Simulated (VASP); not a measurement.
Crystal: TiAl.

```xyz
2
Lattice="2.8673 0.0000 0.0000 -1.4336 2.4831 0.0000 0.0000 0.0000 4.6781" Properties=species:S:1:pos:R:3 pbc="T T T"
Ti    0.0000    0.0000    0.0000
Al    0.0000    1.6554    2.3390
```

Base run:

| Item | Value |
| --- | --- |
| Program | VASP 6.6.1 |
| Functional | PBE |
| Potentials or basis | VASP PAW PBE potentials, release 64 (Ti_sv, Al) |
| Cutoff | 520 eV |
| k mesh | 11 × 11 × 6 |
| Occupations | fermi-dirac, width 0.05 eV |
| Spin | no spin polarisation |

Its results: pressure 0.2 GPa.

**Question.** After a change of settings the same cell gave: pressure -6.1 GPa. Which change was it?
A. functional from PBE to LDA; potentials or basis from VASP PAW PBE potentials, release 64 (Ti_sv, Al) to VASP PAW LDA potentials, release 64 (Ti_sv, Al)
B. functional from PBE to r2SCAN; further incar settings from ALGO = Fast; EDIFF = 1e-06; NBANDS = 14 to ALGO = Normal; EDIFF = 1e-06; NBANDS = 14
C. occupations from fermi-dirac, width 0.05 eV to gaussian, width 0.05 eV; further incar settings from ALGO = Fast; EDIFF = 1e-06; NBANDS = 14 to ALGO = Normal; EDIFF = 1e-07; NBANDS = 14
D. functional from PBE to PBEsol; further incar settings from ALGO = Fast; EDIFF = 1e-06; NBANDS = 14 to ALGO = Fast; EDIFF = 1e-07; NBANDS = 14

**Answer.** A.
